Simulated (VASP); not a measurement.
Write the native input for VASP 6.6.1 that does the following.

* Task: single point
* Functional: PBEsol
* Potentials or basis: VASP PAW PBE potentials, release 64 (B, N)
* Cutoff: 520 eV
* k mesh: 13 × 13 × 13
* Occupations: fermi-dirac, width 0.03 eV
* Spin: no spin polarisation
* Dipole correction: no
* Further INCAR settings: ALGO = Normal; EDIFF = 1e-06; NBANDS = 11

The structure of BN lies in POSCAR:

```
BN
1.0
   -0.0542250000      1.7803875000      1.7803875000
    1.7803875000     -0.0542250000      1.7803875000
    1.7803875000      1.7803875000     -0.0542250000
B N
1 1
Direct
    0.0000000000      0.0000000000      0.0000000000
    0.7500000000      0.7500000000      0.7500000000
```

This cell differs from its parent crystal: equal xy, yz and zx shear strains of -3 %.

The input as run:

INCAR

```
SYSTEM = BN
  ALGO = Normal
  EDIFF = 1E-6
  ENCUT = 520
  GGA = PS
  ISIF = 2
  ISMEAR = -1
  LASPH = .TRUE.
  LCHARG = .FALSE.
  LREAL = .FALSE.
  LWAVE = .FALSE.
  NBANDS = 11
  NELM = 80
  PREC = Accurate
  SIGMA = 0.03
```

KPOINTS

```
k-points
0
G
  13 13 13
  0 0 0
```

Potentials or basis: VASP PAW PBE potentials, release 64 (B, N).

Run with:

```bash
$ cat potpaw_PBE.64/B/POTCAR potpaw_PBE.64/N/POTCAR > POTCAR
$ mpirun -np 1 vasp_std > vasp.out
```

Results of the run:

- Pressure: -1.1 GPa
- Largest force: 0.228 eV/Å
- Band gap on the k mesh: 4.23 eV, indirect (least direct gap 8.29 eV)

Caveat: the cell differs from its parent crystal (equal xy, yz and zx shear strains of -3 %); the PAW data sets were made with another functional, which shifts forces and pressure a little.

It took 41 s on 1 thread of AMD EPYC 7R13, on a shared host, peak memory 0.11 GiB.
